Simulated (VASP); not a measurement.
# Hf (I4/mmm) in VASP: notebook

The runs below take Hf through single point, with PBEsol.

Everything below comes from runs of VASP 6.6.1. Logs are shortened: lines on timing, memory, paths and dates and some standing lists are left out, and cuts for length are marked.

## 1. The cell of the first run

Symmetry: I4/mmm, No. 139, tetragonal system. The conventional cell has a = 3.610 Å, b = 3.610 Å, c = 3.700 Å, α = 90.00°, β = 90.00°, γ = 90.00°. Hf (site symmetry 4/mmm) has 14 Hf at 3.15 to 3.70 Å within 4.1 Å.

## 2. Single point, PBEsol (strain +0.0250 x Voigt [0, 0, 1, 0, 0, 0])

INCAR

```
PREC = Accurate
ENCUT = 520
EDIFF = 1E-7
ISMEAR = 0
SIGMA = 0.15
LREAL = False
LASPH = True
NELM = 80
ALGO = Normal
ISIF = 2
LWAVE = False
LCHARG = False
GGA = PS
NBANDS = 11
```

KPOINTS

```
regular mesh
0
Gamma
  18 18 18
```

POSCAR

```
Hf
1.0
   -1.8050000000      1.8050000000      1.8501250000
    1.8050000000     -1.8050000000      1.8501250000
    1.8050000000      1.8050000000     -1.8501250000
Hf
1
Direct
    0.0000000000      0.0000000000      0.0000000000
```

Potentials or basis: VASP PAW PBE potentials, release 64 (Hf_pv).

Run with:

```bash
> cat potpaw_PBE.64/Hf_pv/POTCAR > POTCAR
> mpirun -np 1 vasp_std > vasp.out
```

OUTCAR:

```text
PREC = Accurate
   ENCUT = 520
   EDIFF = 1E-7
   ISMEAR = 0
   LREAL = False
   LASPH = True
   NELM = 80
   ISIF = 2
   GGA = PS

 ion  position               nearest neighbor table
   1  0.000  0.000  0.000-

  LATTYP: Found a body centered tetragonal cell.
 ALAT       =     3.6100000000
 C/A-ratio  =     1.0250000000

  Lattice vectors:

 A1 = (  -1.8050000000,   1.8050000000,   1.8501250000)
 A2 = (   1.8050000000,  -1.8050000000,   1.8501250000)
 A3 = (   1.8050000000,   1.8050000000,  -1.8501250000)

Analysis of symmetry for initial positions (statically):
=====================================================================
 Subroutine PRICEL returns:
 Original cell was already a primitive cell.

 Routine SETGRP: Setting up the symmetry group for a
 body centered tetragonal supercell.

 Subroutine GETGRP returns: Found 16 space group operations
 (whereof 16 operations were pure point group operations)
 out of a pool of 16 trial point group operations.

The static configuration has the point symmetry D_4h.

Analysis of symmetry for dynamics (positions and initial velocities):
=====================================================================
 Subroutine PRICEL returns:
 Original cell was already a primitive cell.

 Routine SETGRP: Setting up the symmetry group for a
 body centered tetragonal supercell.

 Subroutine GETGRP returns: Found 16 space group operations
 (whereof 16 operations were pure point group operations)
 out of a pool of 16 trial point group operations.

The dynamic configuration has the point symmetry D_4h.

 Subroutine INISYM returns: Found 16 space group operations
 (whereof 16 operations are pure point group operations),
 and found     1 'primitive' translations

----------------------------------------------------------------------------------------

                                     Primitive cell

  volume of cell :      24.1110

  direct lattice vectors                    reciprocal lattice vectors
    -1.805000000  1.805000000  1.850125000     0.000000000  0.277008310  0.270252010
     1.805000000 -1.805000000  1.850125000     0.277008310  0.000000000  0.270252010
     1.805000000  1.805000000 -1.850125000     0.277008310  0.277008310  0.000000000

  length of vectors
     3.152619945  3.152619945  3.152619945     0.387000973  0.387000973  0.391748909

  position of ions in fractional coordinates (direct lattice)
     0.000000000  0.000000000  0.000000000

  ion indices of the primitive-cell ions
   primitive index   ion index
                 1           1

----------------------------------------------------------------------------------------

 KPOINTS: regular mesh

Automatic generation of k-mesh.
 Grid dimensions read from file:
 generate k-points for:   18   18   18

 Generating k-lattice:

  Cartesian coordinates                     Fractional coordinates (reciprocal lattice)
     0.000000000  0.015389351  0.015014001     0.055555556  0.000000000 -0.000000000
     0.015389351  0.000000000  0.015014001     0.000000000  0.055555556 -0.000000000
     0.015389351  0.015389351  0.000000000     0.000000000  0.000000000  0.055555556

  Length of vectors
     0.021500054  0.021500054  0.021763828

  Shift w.r.t. Gamma in fractional coordinates (k-lattice)
     0.000000000  0.000000000  0.000000000

 Subroutine IBZKPT returns following result:
 ===========================================

 Found    480 irreducible k-points:

 Following reciprocal coordinates:
            Coordinates               Weight
  0.000000  0.000000  0.000000      1.000000
  0.055556 -0.000000  0.000000      8.000000
  0.111111 -0.000000  0.000000      8.000000
  0.166667 -0.000000  0.000000      8.000000
  0.222222  0.000000  0.000000      8.000000
  0.277778 -0.000000  0.000000      8.000000
[... 16 lines left out ...]
 -0.277778  0.055556 -0.000000     16.000000
 -0.222222  0.055556  0.000000     16.000000
 [... further k-points ...]
   k-points           NKPTS =    480   k-points in BZ     NKDIM =    480   number of bands    NBANDS=     11
   number of dos      NEDOS =    301   number of ions     NIONS =      1
   total plane-waves  NPLWV =  13824
   dimension x,y,z NGX =    24 NGY =   24 NGZ =   24
   dimension x,y,z NGXF=    48 NGYF=   48 NGZF=   48
   ions per type =               1
   NGX,Y,Z   is equivalent  to a cutoff of  12.66, 12.66, 12.66 a.u.
   NGXF,Y,Z  is equivalent  to a cutoff of  25.31, 25.31, 25.31 a.u.
 SYSTEM =  unknown system
   PREC   = accura    normal or accurate (medium, high low for compatibility)
   ISTART =      0    job   : 0-new  1-cont  2-samecut
   ICHARG =      2    charge: 1-file 2-atom 10-const
   ISPIN  =      1    spin polarized calculation?
   LNONCOLLINEAR =      F non collinear calculations
   LSORBIT =      F    spin-orbit coupling
   LASPH  =      T    aspherical Exc in radial PAW
   ENCUT  =  520.0 eV  38.22 Ry    6.18 a.u.   5.86  5.86  5.86*2*pi/ulx,y,z
   NELM   =     80;   NELMIN=  2; NELMDL= -5     # of ELM steps
   EDIFF  = 0.1E-06   stopping-criterion for ELM
   LREAL  =      F    real-space projection
   EDIFFG = 0.1E-05   stopping-criterion for IOM
   NSW    =      0    number of steps for IOM
   IBRION =     -1    ionic relax: 0-MD 1-quasi-New 2-CG
   NFREE  =      0    steps in history (QN), initial steepest desc. (CG)
   ISIF   =      2    stress and relaxation
   ISYM   =      2    0-nonsym 1-usesym 2-fastsym
   POTIM  = 0.5000    time-step for ionic-motion
   TEBEG  =    0.0;   TEEND  =   0.0 temperature during run
   PSTRESS=    0.0 pullay stress
   NELECT =      10.0000    total number of electrons
   NUPDOWN=      -1.0000    fix difference up-down
   EMIN   =  10.00;   EMAX   =-10.00  energy-range for DOS
   EFERMI =   0.00;   METHOD = LEGACY
   ISMEAR =     0;   SIGMA  =   0.15  broadening in eV -4-tet -1-fermi 0-gaus
   EFERMI_NEDOS =   21; number of points for ismear=-14 and -15
   IALGO  =     38    algorithm
   IMIX   =      4    mixing-type and parameters
     AMIX     =   0.40;   BMIX     =  1.00
     AMIX_MAG =   1.60;   BMIX_MAG =  1.00
  volume/ion in A,a.u.               =      24.11       162.71
  Fermi-wavevector in a.u.,A,eV,Ry     =   1.220871  2.307111 20.279828  1.490525
  Thomas-Fermi vector in A             =   2.356073
   LORBIT       =      0    0 simple, 1 ext, 2 COOP (PROOUT), +10 PAW based schemes
   GGA     = PS    functional components
   LHFCALC =     F    Hartree Fock is set to
   AEXX    =    0.0000 exact exchange contribution
   IVDW    =     0    specifies the selected vdW correction
   LEPSILON=     F    determine dielectric tensor
   LRPA    =     F    only Hartree local field effects (RPA)
 non-spin polarized calculation
 Gauss-broadening in eV      SIGMA  =   0.15
  energy-cutoff  :      520.00
  volume of cell :       24.11
 maximum number of plane-waves:       682
   NGX = 11   NGY = 11   NGZ = 11

 number of electron      10.0000000 magnetization

 number of electron       9.9999999 magnetization

 Free energy of the ion-electron system (eV)
  ---------------------------------------------------
  ext. energy  EPLUGINS =         0.00000000
  ---------------------------------------------------
  free energy    TOTEN  =       -10.23648883 eV

  energy without entropy =      -10.21182109  energy(sigma->0) =      -10.22415496

 E-fermi :   3.9385     XC(G=0): -11.0544

 val. band max:        3.9357703822   @ k =   0.3889   0.3889   0.0000
 cond. band min:       3.9397518162   @ k =  -0.1111   0.3889   0.0556
 fundamental gap:      0.0039814340
 Fermi energy:         3.9385036614

 k-point     1 :       0.0000    0.0000    0.0000
  band No.  band energies     occupation
      1     -26.1464      2.00000
      2     -26.1460      2.00000
      3     -26.1460      2.00000
      4      -2.8655      2.00000
      5       5.2978      0.00000
      6       5.2978      0.00000
      7       5.5427      0.00000
      8       7.7825      0.00000
      9       8.1180      0.00000
     10      16.6587      0.00000
     11      16.8891      0.00000

 k-point     2 :       0.0556   -0.0000    0.0000
  band No.  band energies     occupation
      1     -26.1666      2.00000
      2     -26.1524      2.00000
      3     -26.1462      2.00000
      4      -2.7611      2.00000
      5       5.2738      0.00000
      6       5.2896      0.00000
      7       5.5816      0.00000
      8       7.6922      0.00000
      9       8.0872      0.00000
     10      16.8365      0.00000
     11      16.9102      0.00000

 k-point     3 :       0.1111   -0.0000    0.0000
  band No.  band energies     occupation
      1     -26.2249      2.00000
      2     -26.1706      2.00000
      3     -26.1460      2.00000
      4      -2.4554      2.00000
      5       5.1378      0.00000
      6       5.1735      0.00000
      7       5.8402      0.00000
      8       7.4767      0.00000
      9       8.0511      0.00000
     10      16.8872      0.00000
     11      17.1531      0.00000

 k-point     4 :       0.1667   -0.0000    0.0000
  band No.  band energies     occupation
      1     -26.3130      2.00000
      2     -26.1984      2.00000
      3     -26.1458      2.00000
      4      -1.9721      2.00000
      5       4.8707      0.00000
      6       4.9461      0.00000
      7       6.3242      0.00000
      8       7.3186      0.00000
      9       8.0467      0.00000
     10      16.8846      0.00000
     11      17.3399      0.00000
[... 239 lines left out ...]
 k-point    22 :      -0.3333    0.0556   -0.0000
  band No.  band energies     occupation
      1     -26.5852      2.00000
      2     -26.2869      2.00000
      3     -26.1538      2.00000
      4      -0.2602      2.00000
      5       4.1079      0.11016
      6       4.1597      0.03706
      7       7.4231      0.00000
      8       8.3328      0.00000
      9       8.3840      0.00000
     10      15.8097      0.00000
     11      16.1309      0.00000

 k-point    23 :      -0.2778    0.0556   -0.0000
  band No.  band energies     occupation
      1     -26.4815      2.00000
      2     -26.2499      2.00000
      3     -26.1540      2.00000
      4      -0.9367      2.00000
      5       4.3883      0.00002
      6       4.3977      0.00001
      7       7.2889      0.00000
      8       7.4697      0.00000
      9       8.2261      0.00000
     10      16.8277      0.00000
     11      16.8981      0.00000

 k-point    24 :      -0.2222    0.0556    0.0000
  band No.  band energies     occupation
      1     -26.3754      2.00000
      2     -26.2130      2.00000
      3     -26.1541      2.00000
      4      -1.5968      2.00000
      5       4.6833      0.00000
      6       4.7389      0.00000
      7       6.7103      0.00000
      8       7.2557      0.00000
      9       8.1125      0.00000
     10      16.8813      0.00000
     11      17.4344      0.00000

 [... further k-points ...]

------------------------ aborting loop because EDIFF is reached ----------------------------------------

  FORCE on cell =-STRESS in cart. coord.  units (eV):
  Direction    XX          YY          ZZ          XY          YZ          ZX
  --------------------------------------------------------------------------------------
  -------------------------------------------------------------------------------------
  Total       -1.7207901     -1.7207901     -1.5523775      0.0000000      0.0000000      0.0000000
  in kB     -114.3465351   -114.3465351   -103.1555150      0.0000000      0.0000000      0.0000000
  external PRESSURE =    -110.6161951 kB  Pullay stress =       0.0000000 kB

 VOLUME and BASIS-vectors are now :
 -----------------------------------------------------------------------------
  energy-cutoff  :      520.00
  volume of cell :       24.11
      direct lattice vectors                 reciprocal lattice vectors
    -1.805000000  1.805000000  1.850125000     0.000000000  0.277008310  0.270252010
     1.805000000 -1.805000000  1.850125000     0.277008310  0.000000000  0.270252010
     1.805000000  1.805000000 -1.850125000     0.277008310  0.277008310  0.000000000

 POSITION                                       TOTAL-FORCE (eV/Angst)
 -----------------------------------------------------------------------------------
      0.00000      0.00000      0.00000         0.000000     -0.000000      0.000000
 -----------------------------------------------------------------------------------
    total drift:                                0.000000      0.000000     -0.000000

  FREE ENERGIE OF THE ION-ELECTRON SYSTEM (eV)
  ---------------------------------------------------
  free  energy   TOTEN  =       -10.2364888300 eV

  energy  without entropy=      -10.2118210924  energy(sigma->0) =      -10.22415496
```

Wall time 2 min (1 thread of Intel Xeon 8259CL, shared host); peak memory 0.25 GiB.

Results:

```yaml
Free_energy: -10.2365 eV
Pressure: -11.1 GPa
Band_gap_on_the_k_mesh: zero (bands 5 and 6 overlap by 2.03 eV)
```

Stress tensor (GPa, compression positive):
```
-11.43   0.00   0.00
  0.00 -11.43   0.00
  0.00   0.00 -10.32
```

Levels at points of the mesh, in eV from the Fermi level:
| k point | band 1 | band 2 | band 3 | band 4 | band 5 | band 6 | band 7 | band 8 | band 9 | band 10 |
| --- | --- | --- | --- | --- | --- | --- | --- | --- | --- | --- |
| (0.00, 0.00, 0.00) | -30.08 | -30.08 | -30.08 | -6.80 | 1.36 | 1.36 | 1.60 | 3.84 | 4.18 | 12.72 |
| (0.50, 0.00, 0.00) | -30.72 | -30.29 | -30.08 | -3.19 | -0.31 | 0.79 | 3.66 | 4.71 | 6.93 | 9.12 |
| (0.50, 0.50, 0.00) | -30.72 | -30.30 | -30.09 | -3.14 | -0.57 | 0.92 | 4.02 | 4.84 | 6.99 | 9.21 |
| (0.50, 0.50, 0.50) | -30.56 | -30.53 | -30.53 | -2.30 | -2.24 | 6.17 | 6.24 | 6.24 | 6.29 | 6.84 |

Caveat: the cell differs from its parent crystal (strain +0.0250 x Voigt [0, 0, 1, 0, 0, 0]); the cell stands under tension; the PAW data sets were made with another functional, which shifts forces and pressure a little; spin-orbit coupling is left out, which moves the levels of the heavy elements.

## 3. Single point, PBEsol (strain +0.0500 x Voigt [0, 0, 1, 0, 0, 0])

INCAR

```
PREC = Accurate ; ENCUT = 520
EDIFF = 1E-6 ; ISMEAR = 0
SIGMA = 0.15 ; LREAL = F
LASPH = T ; NELM = 80
ALGO = Normal ; ISIF = 2
LWAVE = F ; LCHARG = T
GGA = PS ; LELF = T
LVHAR = T ; NBANDS = 11
```

KPOINTS is that of step 2.

POSCAR

```
Hf
1.0
   -1.8050000000      1.8050000000      1.8952500000
    1.8050000000     -1.8050000000      1.8952500000
    1.8050000000      1.8050000000     -1.8952500000
Hf
1
Direct
    0.0000000000      0.0000000000      0.0000000000
```

Potentials or basis: VASP PAW PBE potentials, release 64 (Hf_pv).

Run with:

```bash
> cat potpaw_PBE.64/Hf_pv/POTCAR > POTCAR
> mpirun -np 1 vasp_std > vasp.out
```

Wall time 1.9 min (1 thread of Intel Xeon 8259CL, shared host); peak memory 0.25 GiB.

It converged, with:

```yaml
Free_energy: -10.1973 eV
Pressure: -12.6 GPa
Band_gap_on_the_k_mesh: zero (bands 5 and 6 overlap by 2.02 eV)
```

Stress tensor (GPa, compression positive):
```
-13.30   0.00   0.00
  0.00 -13.30   0.00
  0.00   0.00 -11.07
```

Levels at points of the mesh, in eV from the Fermi level:
```tsv
k point	band 3	band 4	band 5	band 6	band 7	band 8
(0.00, 0.00, 0.00)	-30.19	-6.73	1.27	1.27	1.73	3.58
(0.50, 0.00, 0.00)	-30.19	-3.14	-0.20	0.67	3.39	4.61
(0.50, 0.50, 0.00)	-30.21	-3.06	-0.69	0.93	4.10	4.81
(0.50, 0.50, 0.50)	-30.59	-2.25	-2.13	5.76	5.94	6.09
```

Caveat: the cell differs from its parent crystal (strain +0.0500 x Voigt [0, 0, 1, 0, 0, 0]); the cell stands under tension; the PAW data sets were made with another functional, which shifts forces and pressure a little; spin-orbit coupling is left out, which moves the levels of the heavy elements.
